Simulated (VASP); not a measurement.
# Na3H4F8 (a cell with a defect) in VASP: a series of runs

Na3H4F8 (a cell with a defect) is run at these levels: PBE+D3(BJ); tasks: single point, relaxation of the atoms.

Everything below comes from runs of VASP 6.6.1. Logs are shortened: lines on timing, memory, paths and dates and some standing lists are left out, and cuts for length are marked.

### 1 The cell of the first run

The cell holds a defect, 15 atoms: a = 6.110 Å, b = 6.110 Å, c = 6.110 Å, α = 69.33°, β = 69.33°, γ = 69.33°.

### 2 Single point, PBE+D3(BJ) (atoms taken out, then relaxed in part)

The input, INCAR:

```
PREC = Accurate ; ENCUT = 520
EDIFF = 1E-6 ; ISMEAR = 0
SIGMA = 0.05 ; LREAL = Auto
LASPH = T ; NELM = 100
ALGO = Normal ; ISIF = 2
LWAVE = F ; LCHARG = T
GGA = PE ; IVDW = 12
LELF = T ; LVHAR = T
NELECT = 82.0 ; NBANDS = 54
```

The input, KPOINTS:

```
Automatic mesh
0
Gamma
  3 3 3
```

The input, POSCAR:

```
Na3H4F8
1.0
   -3.4752509545      2.0064370741     -4.6076372663
    3.4752509545      2.0064370741     -4.6076372663
    0.0000000000     -4.0128741481     -4.6076372664
Na H F
3 4 8
Direct
    1.0000000000      0.5000000000      0.5000000000
    0.5000000000      0.5000000000      1.0000000000
    1.0000000000      1.0000000000      1.0000000000
    1.0000000000      0.5000000000      1.0000000000
    0.5000000000      1.0000000000      1.0000000000
    1.0000000000      1.0000000000      0.5000000000
    0.5000000000      0.5000000000      0.5000000000
    0.0821646592      0.5821646592      0.0821646592
    0.5961505274      0.0961505274      0.0517128432
    0.0517128432      0.0961505274      0.5961505274
    0.5961505274      0.5517128432      0.5961505274
    0.9178353408      0.4178353408      0.9178353408
    0.4038494726      0.9038494726      0.9482871568
    0.9482871568      0.9038494726      0.4038494726
    0.4038494726      0.4482871568      0.4038494726
```

Potentials or basis: VASP PAW PBE potentials, release 64 (Na_pv, H, F).

Launch:

```sh
$ cat potpaw_PBE.64/Na_pv/POTCAR potpaw_PBE.64/H/POTCAR potpaw_PBE.64/F/POTCAR > POTCAR
$ mpirun -np 1 vasp_std > vasp.out
```

OUTCAR:

```text
PREC = Accurate
   ENCUT = 520
   EDIFF = 1E-6
   ISMEAR = 0
   LREAL = Auto
   LASPH = T
   NELM = 100
   ISIF = 2
   GGA = PE
   IVDW = 12
   NELECT = 82.0
 IVDW          = 12

 ion  position               nearest neighbor table
   1  0.000  0.500  0.500-  10 2.26  11 2.26  14 2.26  15 2.26  12 2.32   8 2.32
   2  0.500  0.500  0.000-   9 2.26  13 2.26  11 2.26  15 2.26  12 2.32   8 2.32
   3  0.000  0.000  0.000-   9 2.26  13 2.26  10 2.26  14 2.26   8 2.32  12 2.32
   4  0.000  0.500  0.000-   8 1.14  12 1.14
   5  0.500  0.000  0.000-   9 1.14  13 1.14
   6  0.000  0.000  0.500-  10 1.14  14 1.14
   7  0.500  0.500  0.500-  11 1.14  15 1.14
   8  0.082  0.582  0.082-   4 1.14   3 2.32   2 2.32   1 2.32
   9  0.596  0.096  0.052-   5 1.14   3 2.26   2 2.26
  10  0.052  0.096  0.596-   6 1.14   1 2.26   3 2.26
  11  0.596  0.552  0.596-   7 1.14   1 2.26   2 2.26
  12  0.918  0.418  0.918-   4 1.14   2 2.32   3 2.32   1 2.32
  13  0.404  0.904  0.948-   5 1.14   3 2.26   2 2.26
  14  0.948  0.904  0.404-   6 1.14   1 2.26   3 2.26
  15  0.404  0.448  0.404-   7 1.14   1 2.26   2 2.26

  LATTYP: Found a trigonal (rhomboedric) cell.
 ALAT       =     6.1101129373
 COS(alpha) =     0.3530006224

  Lattice vectors:

 A1 = (  -3.4752509545,   2.0064370741,  -4.6076372663)
 A2 = (   3.4752509545,   2.0064370741,  -4.6076372663)
 A3 = (   0.0000000000,  -4.0128741481,  -4.6076372664)

Analysis of symmetry for initial positions (statically):
=====================================================================
 Subroutine PRICEL returns:
 Original cell was already a primitive cell.

 Routine SETGRP: Setting up the symmetry group for a
 trigonal (rhombohedral) supercell.

 Subroutine GETGRP returns: Found 12 space group operations
 (whereof  4 operations were pure point group operations)
 out of a pool of 12 trial point group operations.

The static configuration has the point symmetry C_2h.
 The point group associated with its full space group is D_3d.

Analysis of symmetry for dynamics (positions and initial velocities):
=====================================================================
 Subroutine PRICEL returns:
 Original cell was already a primitive cell.

 Routine SETGRP: Setting up the symmetry group for a
 trigonal (rhombohedral) supercell.

 Subroutine GETGRP returns: Found 12 space group operations
 (whereof  4 operations were pure point group operations)
 out of a pool of 12 trial point group operations.

The dynamic configuration has the point symmetry C_2h.
 The point group associated with its full space group is D_3d.

 Subroutine INISYM returns: Found 12 space group operations
 (whereof  4 operations are pure point group operations),
 and found     1 'primitive' translations

----------------------------------------------------------------------------------------

                                     Primitive cell

  volume of cell :     192.7708

  direct lattice vectors                    reciprocal lattice vectors
    -3.475250954  2.006437074 -4.607637266    -0.143874502  0.083065982 -0.072343658
     3.475250954  2.006437074 -4.607637266     0.143874502  0.083065982 -0.072343658
     0.000000000 -4.012874148 -4.607637266     0.000000000 -0.166131965 -0.072343658

  length of vectors
     6.110112937  6.110112937  6.110112937     0.181199985  0.181199985  0.181199985

  position of ions in fractional coordinates (direct lattice)
     1.000000000  0.500000000  0.500000000
     0.500000000  0.500000000  1.000000000
     0.000000000  0.000000000  0.000000000
     1.000000000  0.500000000  1.000000000
     0.500000000  1.000000000  1.000000000
     1.000000000  1.000000000  0.500000000
     0.500000000  0.500000000  0.500000000
     0.082164659  0.582164659  0.082164659
     0.596150527  0.096150527  0.051712843
     0.051712843  0.096150527  0.596150527
     0.596150527  0.551712843  0.596150527
     0.917835341  0.417835341  0.917835341
     0.403849473  0.903849473  0.948287157
     0.948287157  0.903849473  0.403849473
     0.403849473  0.448287157  0.403849473

  ion indices of the primitive-cell ions
   primitive index   ion index
                 1           1
                 2           2
                 3           3
                 4           4
                 5           5
                 6           6
                 7           7
                 8           8
                 9           9
                10          10
                11          11
                12          12
                13          13
                14          14
                15          15

----------------------------------------------------------------------------------------

 KPOINTS: Automatic mesh

Automatic generation of k-mesh.
 Grid dimensions read from file:
 generate k-points for:    3    3    3

 Generating k-lattice:

  Cartesian coordinates                     Fractional coordinates (reciprocal lattice)
    -0.047958167  0.027688661 -0.024114553     0.333333333 -0.000000000  0.000000000
     0.047958167  0.027688661 -0.024114553    -0.000000000  0.333333333  0.000000000
     0.000000000 -0.055377322 -0.024114553    -0.000000000 -0.000000000  0.333333333

  Length of vectors
     0.060399995  0.060399995  0.060399995

  Shift w.r.t. Gamma in fractional coordinates (k-lattice)
     0.000000000  0.000000000  0.000000000

 Subroutine IBZKPT returns following result:
 ===========================================

 Found      6 irreducible k-points:

 Following reciprocal coordinates:
            Coordinates               Weight
  0.000000  0.000000  0.000000      1.000000
  0.333333  0.000000 -0.000000      6.000000
  0.333333  0.333333 -0.000000      6.000000
 -0.333333  0.333333  0.000000      6.000000
  0.333333  0.333333  0.333333      2.000000
 -0.333333  0.333333  0.333333      6.000000
   k-points           NKPTS =      6   k-points in BZ     NKDIM =      6   number of bands    NBANDS=     54
   number of dos      NEDOS =    301   number of ions     NIONS =     15
   total plane-waves  NPLWV = 110592
   dimension x,y,z NGX =    48 NGY =   48 NGZ =   48
   dimension x,y,z NGXF=    96 NGYF=   96 NGZF=   96
   ions per type =               3   4   8
   NGX,Y,Z   is equivalent  to a cutoff of  13.06, 13.06, 13.06 a.u.
   NGXF,Y,Z  is equivalent  to a cutoff of  26.12, 26.12, 26.12 a.u.
 SYSTEM =  unknown system
   PREC   = accura    normal or accurate (medium, high low for compatibility)
   ISTART =      0    job   : 0-new  1-cont  2-samecut
   ICHARG =      2    charge: 1-file 2-atom 10-const
   ISPIN  =      1    spin polarized calculation?
   LNONCOLLINEAR =      F non collinear calculations
   LSORBIT =      F    spin-orbit coupling
   LASPH  =      T    aspherical Exc in radial PAW
   ENCUT  =  520.0 eV  38.22 Ry    6.18 a.u.  11.36 11.36 11.36*2*pi/ulx,y,z
   NELM   =    100;   NELMIN=  2; NELMDL= -5     # of ELM steps
   EDIFF  = 0.1E-05   stopping-criterion for ELM
   LREAL  =      T    real-space projection
   EDIFFG = 0.1E-04   stopping-criterion for IOM
   NSW    =      0    number of steps for IOM
   IBRION =     -1    ionic relax: 0-MD 1-quasi-New 2-CG
   NFREE  =      0    steps in history (QN), initial steepest desc. (CG)
   ISIF   =      2    stress and relaxation
   ISYM   =      2    0-nonsym 1-usesym 2-fastsym
   POTIM  = 0.5000    time-step for ionic-motion
   TEBEG  =    0.0;   TEEND  =   0.0 temperature during run
   PSTRESS=    0.0 pullay stress
   NELECT =      82.0000    total number of electrons
   NUPDOWN=      -1.0000    fix difference up-down
   EMIN   =  10.00;   EMAX   =-10.00  energy-range for DOS
   EFERMI =   0.00;   METHOD = LEGACY
   ISMEAR =     0;   SIGMA  =   0.05  broadening in eV -4-tet -1-fermi 0-gaus
   EFERMI_NEDOS =   21; number of points for ismear=-14 and -15
   IALGO  =     38    algorithm
   IMIX   =      4    mixing-type and parameters
     AMIX     =   0.40;   BMIX     =  1.00
     AMIX_MAG =   1.60;   BMIX_MAG =  1.00
  volume/ion in A,a.u.               =      12.85        86.73
  Fermi-wavevector in a.u.,A,eV,Ry     =   1.231211  2.326651 20.624795  1.515880
  Thomas-Fermi vector in A             =   2.366029
   LORBIT       =      0    0 simple, 1 ext, 2 COOP (PROOUT), +10 PAW based schemes
   GGA     = PE    functional components
   LHFCALC =     F    Hartree Fock is set to
   AEXX    =    0.0000 exact exchange contribution
   IVDW    =    12    specifies the selected vdW correction
   LEPSILON=     F    determine dielectric tensor
   LRPA    =     F    only Hartree local field effects (RPA)
 non-spin polarized calculation
 Gauss-broadening in eV      SIGMA  =   0.05
  energy-cutoff  :      520.00
  volume of cell :      192.77
 maximum number of plane-waves:      5207
 NGX is ok and might be reduce to    48
   NGX = 23   NGY = 23   NGZ = 23

 number of electron      82.0000029 magnetization

 Free energy of the ion-electron system (eV)
  ---------------------------------------------------
  ext. energy  EPLUGINS =         0.00000000
  ---------------------------------------------------
  free energy    TOTEN  =       -65.63801672 eV

  energy without entropy =      -65.63801672  energy(sigma->0) =      -65.63801672

 E-fermi :  -3.8472     XC(G=0):  -7.7432

 val. band max:       -4.1021958264   @ k =   0.3333   0.0000  -0.0000
 cond. band min:       2.5402936133   @ k =   0.0000   0.0000   0.0000
 fundamental gap:      6.6424894397
 Fermi energy:        -3.8472419182

 k-point     1 :       0.0000    0.0000    0.0000
  band No.  band energies     occupation
      1     -25.5158      2.00000
      2     -24.6660      2.00000
      3     -24.5706      2.00000
      4     -24.5706      2.00000
      5     -24.5246      2.00000
      6     -23.8294      2.00000
[... 325 lines left out ...]
     52      10.3859      0.00000
     53      11.2123      0.00000
 [bands above 53 left out]

------------------------ aborting loop because EDIFF is reached ----------------------------------------

 Edisp (eV)   -0.96096

 E8    (eV) :    -0.3277

  FORCE on cell =-STRESS in cart. coord.  units (eV):
  Direction    XX          YY          ZZ          XY          YZ          ZX
  --------------------------------------------------------------------------------------
  -------------------------------------------------------------------------------------
  Total       4.09179     4.09179     6.56481    -0.00000     0.00000     0.00000
  in kB      34.00813    34.00813    54.56218    -0.00000     0.00000     0.00000
  external pressure =       40.86 kB  Pullay stress =        0.00 kB

 VOLUME and BASIS-vectors are now :
 -----------------------------------------------------------------------------
  energy-cutoff  :      520.00
  volume of cell :      192.77
      direct lattice vectors                 reciprocal lattice vectors
    -3.475250954  2.006437074 -4.607637266    -0.143874502  0.083065982 -0.072343658
     3.475250954  2.006437074 -4.607637266     0.143874502  0.083065982 -0.072343658
     0.000000000 -4.012874148 -4.607637266     0.000000000 -0.166131965 -0.072343658

 POSITION                                       TOTAL-FORCE (eV/Angst)
 -----------------------------------------------------------------------------------
      1.73763     -1.00322     -4.60764         0.000000      0.000000      0.000000
      0.00000      2.00644     -4.60764        -0.000000     -0.000000      0.000000
      0.00000      0.00000      0.00000         0.000000      0.000000      0.000000
      1.73763      1.00322     -2.30382        -0.000000     -0.000000      0.000000
     -1.73763      1.00322     -2.30382         0.000000      0.000000      0.000000
      0.00000     -2.00644     -2.30382        -0.000000     -0.000000      0.000000
      0.00000      0.00000     -6.91146         0.000000      0.000000      0.000000
      1.73763      1.00322     -3.43957         0.000000      0.000000     -0.066467
     -1.73763      1.18154     -3.42815         0.000000      0.013076     -0.077102
      0.15443     -2.09560     -3.42815         0.011324     -0.006538     -0.077102
     -0.15443     -0.08916     -8.03578        -0.011324     -0.006538     -0.077102
     -1.73763     -1.00322    -10.38334         0.000000     -0.000000      0.066467
      1.73763     -1.18154    -10.39477         0.000000     -0.013076      0.077102
     -0.15443      2.09560    -10.39477        -0.011324      0.006538      0.077102
      0.15443      0.08916     -5.78713         0.011324      0.006538      0.077102
 -----------------------------------------------------------------------------------
    total drift:                               -0.000000     -0.000000     -0.000000

  FREE ENERGIE OF THE ION-ELECTRON SYSTEM (eV)
  ---------------------------------------------------
  free  energy   TOTEN  =       -66.5989790538 eV

  energy  without entropy=      -66.5989790538  energy(sigma->0) =      -66.59897905
```

It took 98 s on 1 thread of Intel Xeon Platinum 8375C at 2.90GHz (Ice Lake), shared host; peak memory 0.32 GiB.

Results:

```yaml
Free_energy: -66.5990 eV
Largest_force: 0.078 eV/Å
Dispersion_energy_per_atom: -0.064 eV
```

Forces in eV/Å, atoms in the order of the input:
```
Na   0.000  0.000  0.000
Na   0.000  0.000  0.000
Na   0.000  0.000  0.000
H    0.000  0.000  0.000
H    0.000  0.000  0.000
H    0.000  0.000  0.000
H    0.000  0.000  0.000
F    0.000  0.000 -0.066
F    0.000  0.013 -0.077
F    0.011 -0.007 -0.077
F   -0.011 -0.007 -0.077
F    0.000  0.000  0.066
F    0.000 -0.013  0.077
F   -0.011  0.007  0.077
F    0.011  0.007  0.077
```

Caveat: the cell carries a net charge on a neutralising background, which shifts energy and pressure; the cell differs from its parent crystal (atoms taken out, then relaxed in part); the cell is charged against a uniform background, so pressure and absolute levels hang on convention.

### 3 Relaxation of the atoms, PBE+D3(BJ) (atoms taken out)

The input, INCAR:

```
ALGO     = Normal         # electronic algorithm
EDIFF    = 1E-6           # SCF threshold, eV
EDIFFG   = -0.02          # ionic threshold
ENCUT    = 520            # plane-wave cutoff, eV
GGA      = PE             # functional
IBRION   = 2              # ionic algorithm
ISIF     = 2              # what is computed and relaxed
ISMEAR   = 0              # smearing method
IVDW     = 12             # dispersion correction
LASPH    = T              # aspherical terms in the spheres
LCHARG   = F              # write CHGCAR
LREAL    = Auto         
LWAVE    = F              # write WAVECAR
NELECT   = 82.0         
NELM     = 100            # most SCF steps
NSW      = 70             # ionic steps
PREC     = Accurate       # precision mode
SIGMA    = 0.05           # smearing width, eV
```

The input, KPOINTS:

```
k-points
0
Gamma
  3 3 3
```

The input, POSCAR:

```
Na3H4F8
1.0
   -3.4752509545      2.0064370741     -4.6076372663
    3.4752509545      2.0064370741     -4.6076372663
    0.0000000000     -4.0128741481     -4.6076372664
Na H F
3 4 8
Direct
    1.0000000000      0.5000000000      0.5000000000
    0.5000000000      0.5000000000      1.0000000000
    1.0000000000      1.0000000000      1.0000000000
    1.0000000000      0.5000000000      1.0000000000
    0.5000000000      1.0000000000      1.0000000000
    1.0000000000      1.0000000000      0.5000000000
    0.5000000000      0.5000000000      0.5000000000
    0.0827375783      0.5827375783      0.0827375783
    0.5827375783      0.0827375783      0.0827375783
    0.0827375783      0.0827375783      0.5827375783
    0.5827375783      0.5827375783      0.5827375783
    0.9172624217      0.4172624217      0.9172624217
    0.4172624217      0.9172624217      0.9172624217
    0.9172624217      0.9172624217      0.4172624217
    0.4172624217      0.4172624217      0.4172624217
```

Potentials or basis: VASP PAW PBE potentials, release 64 (Na_pv, H, F).

Launch:

```sh
$ cat potpaw_PBE.64/Na_pv/POTCAR potpaw_PBE.64/H/POTCAR potpaw_PBE.64/F/POTCAR > POTCAR
$ mpirun -np 1 vasp_std > vasp.out
```

It took 13 min on 1 thread of Intel Xeon Platinum 8375C at 2.90GHz (Ice Lake), shared host; peak memory 0.34 GiB.

It converged, with:

```
Free energy                  : -66.5995 eV
Energy gained by relaxing    : 12.5 meV/atom
Ionic steps                  : 14
Largest force after relaxing : 0.016 eV/Å
Dispersion energy per atom   : -0.064 eV
```

Forces in eV/Å, atoms in the order of the input:
```
Na   0.000  0.000  0.000
Na   0.000  0.000  0.000
Na   0.000  0.000  0.000
H    0.000  0.000  0.000
H    0.000  0.000  0.000
H    0.000  0.000  0.000
H    0.000  0.000  0.000
F    0.000  0.000 -0.016
F    0.000  0.010  0.009
F    0.008 -0.005  0.009
F   -0.008 -0.005  0.009
F    0.000  0.000  0.016
F    0.000 -0.010 -0.009
F   -0.008  0.005 -0.009
F    0.008  0.005 -0.009
```

Step by step:
```csv
step,energy change (eV),largest force (eV/Å),pressure (GPa)
1,0.0000,0.3495,2.74
2,-0.0339,0.3173,2.87
3,-0.1109,0.3000,3.20
4,-0.1344,0.9343,3.64
5,-0.1482,0.6653,3.45
6,-0.1710,0.3380,3.55
7,-0.1857,0.1241,3.70
8,-0.1858,0.1666,3.73
9,-0.1872,0.0933,3.83
10,-0.1874,0.0474,3.93
11,-0.1877,0.0238,3.93
12,-0.1878,0.0308,3.94
13,-0.1878,0.0370,3.94
14,-0.1879,0.0164,3.91
```

Final structure:
```
CELL_PARAMETERS angstrom
-3.47525 2.00644 -4.60764
3.47525 2.00644 -4.60764
0.00000 -4.01287 -4.60764
ATOMIC_POSITIONS crystal
Na 0.00000 0.50000 0.50000
Na 0.50000 0.50000 0.00000
Na 0.00000 0.00000 0.00000
H 0.00000 0.50000 0.00000
H 0.50000 0.00000 0.00000
H 0.00000 0.00000 0.50000
H 0.50000 0.50000 0.50000
F 0.08229 0.58229 0.08229
F 0.59594 0.09594 0.05298
F 0.05298 0.09594 0.59594
F 0.59594 0.55298 0.59594
F 0.91771 0.41771 0.91771
F 0.40406 0.90406 0.94702
F 0.94702 0.90406 0.40406
F 0.40406 0.44702 0.40406
```

Levels at points of the mesh, in eV from the Fermi level:
```tsv
k point	band 38	band 39	band 40	band 41	band 42	band 43	band 44	band 45
(0.00, 0.00, 0.00)	-0.64	-0.55	-0.26	-0.26	6.39	11.18	11.18	11.30
```

Caveat: the cell carries a net charge on a neutralising background, which shifts energy and pressure; the cell differs from its parent crystal (atoms taken out); the cell is charged against a uniform background, so pressure and absolute levels hang on convention.
